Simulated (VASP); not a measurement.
A run of VASP 6.6.1 is set up as follows.

INCAR

```
SYSTEM = ZnS
PREC = Accurate
ENCUT = 520
EDIFF = 1E-6
ISMEAR = 0
SIGMA = 0.1
LREAL = .FALSE.
LASPH = .TRUE.
NELM = 80
ALGO = Normal
ISIF = 2
LWAVE = .FALSE.
LCHARG = .TRUE.
GGA = PE
LELF = .TRUE.
LVHAR = .TRUE.
NBANDS = 36
```

KPOINTS

```
Automatic mesh
0
G
  6 6 6
  0 0 0
```

POSCAR

```
ZnS
1.0
    6.0779786868      0.0000000031      0.0000000000
   -3.0389893461      5.2636839449      0.0000000000
    0.0000000000      0.0000000000      3.6915056621
Zn S
3 3
Direct
    0.6141952087      0.0000000000      0.6666666667
    0.0000000000      0.6141952087      0.3333333333
    0.3858047913      0.3858047913      0.0000000000
    0.3670468035      0.0000000000      0.1666666667
    0.0000000000      0.3670468035      0.8333333333
    0.6329531965      0.6329531965      0.5000000000
```

Potentials or basis: VASP PAW PBE potentials, release 64 (Zn, S).

Run with:

```bash
$ cat potpaw_PBE.64/Zn/POTCAR potpaw_PBE.64/S/POTCAR > POTCAR
$ mpirun -np 1 vasp_std > vasp.out
```

Problem. Estimate the pressure.

Solution. 0.3 GPa.

Problem. What does it give for the largest force?

Solution. 0.028 eV/Å.

Problem. Predict the band gap on the k mesh.

Solution. 1.91 eV.

Stress tensor (GPa, compression positive):
```
0.18 0.00 0.00
0.00 0.18 0.00
0.00 0.00 0.50
```
